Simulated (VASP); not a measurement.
A run of VASP 6.6.1 is set up as follows.

The input INCAR:

```
SYSTEM = Ti
ALGO = Fast
EDIFF = 1E-6
ENCUT = 520
GGA = PS
ISIF = 2
ISMEAR = 0
LASPH = .TRUE.
LCHARG = .FALSE.
LREAL = .FALSE.
LWAVE = .FALSE.
NBANDS = 12
NELM = 80
PREC = Accurate
SIGMA = 0.15
```

KPOINTS

```
k-points
0
G
  26 26 26
  0 0 0
```

Contents of POSCAR:

```
Ti
1.0
    0.0000000000      1.9772231227      2.0786191803
    1.9772231227      0.0000000000      2.0786191803
    1.9772231227      1.9772231227      0.0000000000
Ti
1
Direct
    0.0000000000      0.0000000000      0.0000000000
```

Potentials or basis: VASP PAW PBE potentials, release 64 (Ti_sv).

The run is started by

```console
$ cat potpaw_PBE.64/Ti_sv/POTCAR > POTCAR
$ mpirun -np 1 vasp_std > vasp.out
```

Predict the pressure.

2.2 GPa.

What does it give for the band gap on the k mesh?

Zero (bands 6 and 7 overlap by 1.35 eV).

Stress tensor (GPa, compression positive):
```
2.73 0.00 0.00
0.00 2.73 0.00
0.00 0.00 1.09
```

Caveat: the cell differs from its parent crystal (strain -0.025 along x and y, +0.025 along z); the PAW data sets were made with another functional, which shifts forces and pressure a little.
